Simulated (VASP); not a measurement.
# Ge2Bi2S (P4/mmm) in VASP: relaxation of cell and atoms with PBE

Aim: the relaxation of cell and atoms of Ge2Bi2S with PBE.

All numbers are computed with VASP 6.6.1; they aren't measurements. Logs are shortened: lines on timing, memory, paths and dates and some standing lists are left out, and cuts for length are marked.

## 1. The cell of the first run

The structure is tetragonal, space group P4/mmm (No. 123). Conventional cell: a = 5.499 Å, b = 5.499 Å, c = 5.242 Å, α = 90.00°, β = 90.00°, γ = 90.00°. Within 3.6 Å of Ge (site symmetry mmm) lie 2 Bi at 2.75 Å. Within 5.0 Å of Bi (site symmetry 4/mmm) lie 8 Ge at 3.80 Å and 4 S at 3.89 Å and 8 Bi at 4.69 Å. Within 3.5 Å of Bi (site symmetry 4/mmm) lie 2 S at 2.62 Å and 4 Ge at 2.75 Å. Within 3.5 Å of S (site symmetry 4/mmm) lie 2 Bi at 2.62 Å.

The cell was generated, and may not be a known phase.

## 2. Relaxation of cell and atoms, PBE

Contents of INCAR:

```
SYSTEM = Ge2Bi2S
PREC = Accurate
ENCUT = 600
EDIFF = 1E-6
ISMEAR = 0
SIGMA = 0.1
LREAL = .False.
LASPH = .True.
NELM = 100
ALGO = Fast
ISIF = 3
LWAVE = .False.
LCHARG = .False.
GGA = PE
IBRION = 2
NSW = 100
EDIFFG = -0.01
```

Contents of KPOINTS:

```
regular mesh
0
Gamma
  8 8 8
  0 0 0
```

Contents of POSCAR:

```
Ge2Bi2S
1.0
    5.4987633002      0.0000000000      0.0000000000
    0.0000000000      5.4987633002      0.0000000000
    0.0000000000      0.0000000000      5.2423874761
Ge Bi S
2 2 1
Direct
    0.5000000000      0.0000000000      0.5000000000
    0.0000000000      0.5000000000      0.5000000000
    0.5000000000      0.5000000000      0.0000000000
    0.0000000000      0.0000000000      0.5000000000
    0.0000000000      0.0000000000      0.0000000000
```

Potentials or basis: VASP PAW PBE potentials, release 64 (Ge_d, Bi_d, S).

On the command line:

```console
$ cat potpaw_PBE.64/Ge_d/POTCAR potpaw_PBE.64/Bi_d/POTCAR potpaw_PBE.64/S/POTCAR > POTCAR
$ mpirun -np 1 vasp_std > vasp.out
```

OUTCAR:

```text
SYSTEM = Ge2Bi2S
   PREC = Accurate
   ENCUT = 600
   EDIFF = 1E-6
   ISMEAR = 0
   LREAL = .False.
   LASPH = .True.
   NELM = 100
   ISIF = 3
   GGA = PE
   IBRION = 2
   NSW = 100
   EDIFFG = -0.01

 ion  position               nearest neighbor table
   1  0.500  0.000  0.500-   4 2.75   4 2.75
   2  0.000  0.500  0.500-   4 2.75   4 2.75
   3  0.500  0.500  0.000-
   4  0.000  0.000  0.500-   5 2.62   5 2.62   1 2.75   2 2.75   2 2.75   1 2.75
   5  0.000  0.000  0.000-   4 2.62   4 2.62

  LATTYP: Found a simple tetragonal cell.
 ALAT       =     5.4987633002
 C/A-ratio  =     0.9533757301

  Lattice vectors:

 A1 = (   5.4987633002,   0.0000000000,   0.0000000000)
 A2 = (   0.0000000000,   5.4987633002,   0.0000000000)
 A3 = (   0.0000000000,   0.0000000000,   5.2423874761)

Analysis of symmetry for initial positions (statically):
=====================================================================
 Subroutine PRICEL returns:
 Original cell was already a primitive cell.

 Routine SETGRP: Setting up the symmetry group for a
 simple tetragonal supercell.

 Subroutine GETGRP returns: Found 16 space group operations
 (whereof 16 operations were pure point group operations)
 out of a pool of 16 trial point group operations.

The static configuration has the point symmetry D_4h.

Analysis of symmetry for dynamics (positions and initial velocities):
=====================================================================
 Subroutine PRICEL returns:
 Original cell was already a primitive cell.

 Routine SETGRP: Setting up the symmetry group for a
 simple tetragonal supercell.

 Subroutine GETGRP returns: Found 16 space group operations
 (whereof 16 operations were pure point group operations)
 out of a pool of 16 trial point group operations.

The dynamic configuration has the point symmetry D_4h.

 Subroutine INISYM returns: Found 16 space group operations
 (whereof 16 operations are pure point group operations),
 and found     1 'primitive' translations

----------------------------------------------------------------------------------------

                                     Primitive cell

  volume of cell :     158.5109

  direct lattice vectors                    reciprocal lattice vectors
     5.498763300  0.000000000  0.000000000     0.181859074  0.000000000  0.000000000
     0.000000000  5.498763300  0.000000000     0.000000000  0.181859074  0.000000000
     0.000000000  0.000000000  5.242387476     0.000000000  0.000000000  0.190752783

  length of vectors
     5.498763300  5.498763300  5.242387476     0.181859074  0.181859074  0.190752783

  position of ions in fractional coordinates (direct lattice)
     0.500000000  0.000000000  0.500000000
     0.000000000  0.500000000  0.500000000
     0.500000000  0.500000000  0.000000000
     0.000000000  0.000000000  0.500000000
     0.000000000  0.000000000  0.000000000

  ion indices of the primitive-cell ions
   primitive index   ion index
                 1           1
                 2           2
                 3           3
                 4           4
                 5           5

----------------------------------------------------------------------------------------

 KPOINTS: regular mesh

Automatic generation of k-mesh.
 Grid dimensions read from file:
 generate k-points for:    8    8    8

 Generating k-lattice:

  Cartesian coordinates                     Fractional coordinates (reciprocal lattice)
     0.022732384  0.000000000  0.000000000     0.125000000  0.000000000  0.000000000
     0.000000000  0.022732384  0.000000000     0.000000000  0.125000000  0.000000000
     0.000000000  0.000000000  0.023844098     0.000000000  0.000000000  0.125000000

  Length of vectors
     0.022732384  0.022732384  0.023844098

  Shift w.r.t. Gamma in fractional coordinates (k-lattice)
     0.000000000  0.000000000  0.000000000

 Subroutine IBZKPT returns following result:
 ===========================================

 Found     75 irreducible k-points:

 Following reciprocal coordinates:
            Coordinates               Weight
  0.000000  0.000000  0.000000      1.000000
  0.125000  0.000000  0.000000      4.000000
  0.250000  0.000000  0.000000      4.000000
  0.375000  0.000000  0.000000      4.000000
  0.500000  0.000000  0.000000      2.000000
  0.125000  0.125000  0.000000      4.000000
[... 16 lines left out ...]
  0.375000  0.125000  0.125000     16.000000
  0.500000  0.125000  0.125000      8.000000
 [... further k-points ...]
   k-points           NKPTS =     75   k-points in BZ     NKDIM =     75   number of bands    NBANDS=     38
   number of dos      NEDOS =    301   number of ions     NIONS =      5
   total plane-waves  NPLWV =  96768
   dimension x,y,z NGX =    48 NGY =   48 NGZ =   42
   dimension x,y,z NGXF=    96 NGYF=   96 NGZF=   84
   ions per type =               2   2   1
   NGX,Y,Z   is equivalent  to a cutoff of  14.51, 14.51, 13.32 a.u.
   NGXF,Y,Z  is equivalent  to a cutoff of  29.02, 29.02, 26.64 a.u.
 SYSTEM =  Ge2Bi2S
   PREC   = accura    normal or accurate (medium, high low for compatibility)
   ISTART =      0    job   : 0-new  1-cont  2-samecut
   ICHARG =      2    charge: 1-file 2-atom 10-const
   ISPIN  =      1    spin polarized calculation?
   LNONCOLLINEAR =      F non collinear calculations
   LSORBIT =      F    spin-orbit coupling
   LASPH  =      T    aspherical Exc in radial PAW
   ENCUT  =  600.0 eV  44.10 Ry    6.64 a.u.  10.98 10.98 10.47*2*pi/ulx,y,z
   NELM   =    100;   NELMIN=  2; NELMDL= -5     # of ELM steps
   EDIFF  = 0.1E-05   stopping-criterion for ELM
   LREAL  =      F    real-space projection
   EDIFFG = -.1E-01   stopping-criterion for IOM
   NSW    =    100    number of steps for IOM
   IBRION =      2    ionic relax: 0-MD 1-quasi-New 2-CG
   NFREE  =      1    steps in history (QN), initial steepest desc. (CG)
   ISIF   =      3    stress and relaxation
   ISYM   =      2    0-nonsym 1-usesym 2-fastsym
   POTIM  = 0.5000    time-step for ionic-motion
   TEBEG  =    0.0;   TEEND  =   0.0 temperature during run
   PSTRESS=    0.0 pullay stress
   NELECT =      64.0000    total number of electrons
   NUPDOWN=      -1.0000    fix difference up-down
   EMIN   =  10.00;   EMAX   =-10.00  energy-range for DOS
   EFERMI =   0.00;   METHOD = LEGACY
   ISMEAR =     0;   SIGMA  =   0.10  broadening in eV -4-tet -1-fermi 0-gaus
   EFERMI_NEDOS =   21; number of points for ismear=-14 and -15
   IALGO  =     68    algorithm
   IMIX   =      4    mixing-type and parameters
     AMIX     =   0.40;   BMIX     =  1.00
     AMIX_MAG =   1.60;   BMIX_MAG =  1.00
  volume/ion in A,a.u.               =      31.70       213.94
  Fermi-wavevector in a.u.,A,eV,Ry     =   1.209990  2.286549 19.919959  1.464076
  Thomas-Fermi vector in A             =   2.345550
   LORBIT       =      0    0 simple, 1 ext, 2 COOP (PROOUT), +10 PAW based schemes
   GGA     = PE    functional components
   LHFCALC =     F    Hartree Fock is set to
   AEXX    =    0.0000 exact exchange contribution
   IVDW    =     0    specifies the selected vdW correction
   LEPSILON=     F    determine dielectric tensor
   LRPA    =     F    only Hartree local field effects (RPA)
 conjugate gradient relaxation of ions
 non-spin polarized calculation
 RMM-DIIS sequential band-by-band and
 Gauss-broadening in eV      SIGMA  =   0.10
  energy-cutoff  :      600.00
  volume of cell :      158.51
 maximum number of plane-waves:      5328
 NGX is ok and might be reduce to    48
   NGX = 21   NGY = 21   NGZ = 21

--------------------------------------- Ionic step        1  -------------------------------------------

 number of electron      64.0000008 magnetization

 Free energy of the ion-electron system (eV)
  ---------------------------------------------------
  ext. energy  EPLUGINS =         0.00000000
  ---------------------------------------------------
  free energy    TOTEN  =       -16.92178770 eV

  energy without entropy =      -16.89663393  energy(sigma->0) =      -16.90921081

------------------------ aborting loop because EDIFF is reached ----------------------------------------

  FORCE on cell =-STRESS in cart. coord.  units (eV):
  Direction    XX          YY          ZZ          XY          YZ          ZX
  --------------------------------------------------------------------------------------
  -------------------------------------------------------------------------------------
  Total        0.7727917      0.7727917     -1.5797212      0.0000000     -0.0000000      0.0000000
  in kB        7.8111297      7.8111297    -15.9673135      0.0000000     -0.0000000      0.0000000
  external PRESSURE =      -0.1150180 kB  Pullay stress =       0.0000000 kB

 VOLUME and BASIS-vectors are now :
 -----------------------------------------------------------------------------
  energy-cutoff  :      600.00
  volume of cell :      158.51
      direct lattice vectors                 reciprocal lattice vectors
     5.498763300  0.000000000  0.000000000     0.181859074  0.000000000  0.000000000
     0.000000000  5.498763300  0.000000000     0.000000000  0.181859074  0.000000000
     0.000000000  0.000000000  5.242387476     0.000000000  0.000000000  0.190752783
[... 118 lines left out ...]
 POSITION                                       TOTAL-FORCE (eV/Angst)
 -----------------------------------------------------------------------------------
      2.77410     -0.00000      2.57301        -0.000000     -0.000000      0.000000
     -0.00000      2.77410      2.57301         0.000000      0.000000      0.000000
      2.77410      2.77410     -0.00000         0.000000      0.000000      0.000000
     -0.00000     -0.00000      2.57301        -0.000000     -0.000000      0.000000
      0.00000      0.00000      0.00000        -0.000000     -0.000000      0.000000
 -----------------------------------------------------------------------------------
    total drift:                                0.000000      0.000000     -0.000000

  FREE ENERGIE OF THE ION-ELECTRON SYSTEM (eV)
  ---------------------------------------------------
  free  energy   TOTEN  =       -16.9433482618 eV

  energy  without entropy=      -16.9137552470  energy(sigma->0) =      -16.92855175

--------------------------------------- Ionic step        5  -------------------------------------------

 number of electron      64.0000014 magnetization

 Free energy of the ion-electron system (eV)
  ---------------------------------------------------
  ext. energy  EPLUGINS =         0.00000000
  ---------------------------------------------------
  free energy    TOTEN  =       -16.94344432 eV

  energy without entropy =      -16.91383961  energy(sigma->0) =      -16.92864196

 E-fermi :   4.0221     XC(G=0):  -9.0903

 val. band max:        4.0221178593   @ k =   0.2500   0.1250   0.0000
 cond. band min:       4.0235158653   @ k =   0.3750   0.2500   0.2500
 fundamental gap:      0.0013980060
 Fermi energy:         4.0221199302

 k-point     1 :       0.0000    0.0000    0.0000
  band No.  band energies     occupation
      1     -20.9696      2.00000
      2     -20.9693      2.00000
      3     -20.9556      2.00000
      4     -20.9556      2.00000
      5     -20.9357      2.00000
      6     -20.9357      2.00000
[... 973 lines left out ...]
     37       6.2368      0.00000
     38       7.0200      0.00000

 [... further k-points ...]

------------------------ aborting loop because EDIFF is reached ----------------------------------------

  FORCE on cell =-STRESS in cart. coord.  units (eV):
  Direction    XX          YY          ZZ          XY          YZ          ZX
  --------------------------------------------------------------------------------------
  -------------------------------------------------------------------------------------
  Total       -0.0139553     -0.0139553     -0.0104534      0.0000000     -0.0000000     -0.0000000
  in kB       -0.1408119     -0.1408119     -0.1054770      0.0000000     -0.0000000     -0.0000000
  external PRESSURE =      -0.1290336 kB  Pullay stress =       0.0000000 kB

 VOLUME and BASIS-vectors are now :
 -----------------------------------------------------------------------------
  energy-cutoff  :      600.00
  volume of cell :      158.79
      direct lattice vectors                 reciprocal lattice vectors
     5.552869874  0.000000000  0.000000000     0.180087058  0.000000000  0.000000000
     0.000000000  5.552869874 -0.000000000     0.000000000  0.180087058  0.000000000
    -0.000000000 -0.000000000  5.149637083     0.000000000  0.000000000  0.194188442

 POSITION                                       TOTAL-FORCE (eV/Angst)
 -----------------------------------------------------------------------------------
      2.77643      5.55287      2.57482        -0.000000     -0.000000      0.000000
     -0.00000      2.77643      2.57482         0.000000      0.000000      0.000000
      2.77643      2.77643     -0.00000        -0.000000     -0.000000      0.000000
      5.55287      5.55287      2.57482         0.000000      0.000000      0.000000
      5.55287      5.55287      5.14964        -0.000000     -0.000000      0.000000
 -----------------------------------------------------------------------------------
    total drift:                                0.000000      0.000000     -0.000000

  FREE ENERGIE OF THE ION-ELECTRON SYSTEM (eV)
  ---------------------------------------------------
  free  energy   TOTEN  =       -16.9434443196 eV

  energy  without entropy=      -16.9138396087  energy(sigma->0) =      -16.92864196

 reached required accuracy - stopping structural energy minimisation
```

Run time: 59 min. Hardware: 1 thread of Oxide Virtual Turin-like, shared host; peak memory 0.63 GiB.

What came out:

| Quantity | Value |
| --- | --- |
| Free energy | -16.9434 eV |
| Relaxed volume | 31.76 Å³/atom |
| Relaxed cell | a = 5.553 Å, b = 5.553 Å, c = 5.150 Å, α = 90.00°, β = 90.00°, γ = 90.00° |
| Space group after relaxing (to 0.1 Å) | P4/mmm (No. 123) |
| Energy gained by relaxing | 4.3 meV/atom |
| Ionic steps | 5 |
| Pressure after relaxing | 0.0 GPa |
| Band gap on the k mesh | zero (bands 32 and 33 overlap by 1.81 eV) |

Step by step:
| step | energy change (eV) | largest force (eV/Å) | pressure (GPa) | volume (Å³) |
| --- | --- | --- | --- | --- |
| 1 | 0.0000 | 0.0000 | -0.01 | 158.51 |
| 2 | -0.0210 | 0.0000 | 0.06 | 158.43 |
| 3 | -0.0216 | 0.0000 | 0.08 | 158.41 |
| 4 | -0.0216 | 0.0000 | 0.08 | 158.41 |
| 5 | -0.0217 | 0.0000 | -0.01 | 158.79 |

Final structure:
```
Ge Bi S
1.0
     5.55287    0.00000    0.00000
     0.00000    5.55287    0.00000
     0.00000    0.00000    5.14964
Ge Bi S
2 2 1
Direct
  0.50000 0.00000 0.50000
  0.00000 0.50000 0.50000
  0.50000 0.50000 0.00000
  0.00000 0.00000 0.50000
  0.00000 0.00000 0.00000
```

Levels at points of the mesh, in eV from the Fermi level:
```csv
k point,band 29,band 30,band 31,band 32,band 33,band 34,band 35,band 36
"(0.00, 0.00, 0.00)",-1.02,-0.99,-0.99,-0.50,-0.50,1.01,2.66,2.66
"(0.50, 0.00, 0.00)",-1.44,-1.04,-0.83,-0.16,-0.07,0.66,1.97,2.00
"(0.50, 0.50, 0.00)",-1.20,-0.03,0.16,0.16,0.36,0.36,1.22,2.06
"(0.00, 0.00, 0.50)",-2.20,-0.66,-0.56,0.06,0.43,0.59,0.59,0.81
"(0.50, 0.00, 0.50)",-1.89,-1.63,-0.58,-0.13,-0.13,1.03,1.16,1.44
"(0.50, 0.50, 0.50)",-0.78,0.23,0.23,1.31,1.44,1.53,1.53,2.33
```

Caveat: spin-orbit coupling is left out, which moves the levels of the heavy elements.
